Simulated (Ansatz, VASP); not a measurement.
# One calculation of Au, two programs

```
Au
1.0
     2.94010    0.00000    0.00000
     0.00000    2.94010    0.00000
     0.00000    0.00000   24.31590
Au
5
Direct
  0.00000 0.00000 0.32900
  0.50000 0.50000 0.41450
  0.00000 0.00000 0.50000
  0.50000 0.50000 0.58550
  0.00000 0.00000 0.67100
```

Alike in both runs: task single point; functional PBE; k mesh 12 × 12 × 1; occupations fermi-dirac, width 0.05 eV; no spin polarisation.

|  | VASP | Ansatz |
| --- | --- | --- |
| version | VASP 6.6.1 | Ansatz 0.2.0 |
| potentials or method | VASP PAW PBE potentials, release 64 (Au), cutoff 520 eV | all-electron LAPW, scalar-relativistic |

```tsv
	VASP	Ansatz	Ansatz less VASP
rms of the force components (eV/Å)	0.059	0.058	-0.0014
```

Atom by atom the forces differ by 0.002 eV/Å (rms over components). Ansatz ran all-electron here, and VASP with PAW potentials.

Neither program's run includes spin-orbit coupling.
